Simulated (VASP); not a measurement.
Ta, 2 atoms in the cell. The structure is hexagonal, space group P6_3/mmc (No. 194). Conventional cell: a = 2.825 Å, b = 2.825 Å, c = 5.077 Å, α = 90.00°, β = 90.00°, γ = 120.00°. Within 3.7 Å of Ta (site symmetry -6m2) lie 12 Ta at 2.82 to 3.02 Å. This isn't the form of Ta at room conditions, which is bcc.

- Program: VASP 6.6.1
- Task: relaxation of cell and atoms
- Functional: LDA
- Potentials or basis: VASP PAW LDA potentials, release 64 (Ta_pv)
- Cutoff: 600 eV
- k mesh: 18 × 18 × 8
- Occupations: gaussian, width 0.1 eV
- Spin: no spin polarisation
- Dipole correction: no
- Further INCAR settings: ALGO = Fast; EDIFF = 1e-06; IBRION = 2; EDIFFG = -0.005; NSW = 100; ISIF = 3

Potentials or basis: VASP PAW LDA potentials, release 64 (Ta_pv).

Launch:

```console
$ cat potpaw_LDA.64/Ta_pv/POTCAR > POTCAR
$ mpirun -np 1 vasp_std > vasp.out
```

Hardware: 1 thread of Intel(R) Xeon(R) 6975P-C (Granite Rapids), with other jobs on the host.

Problem. Estimate the wall time of this run.

Solution. Wall time 120 s on 1 thread of Intel(R) Xeon(R) 6975P-C (Granite Rapids) (shared host), peak memory 0.23 GiB. Counts: scf iterations 46, k points 185, ion steps 5.
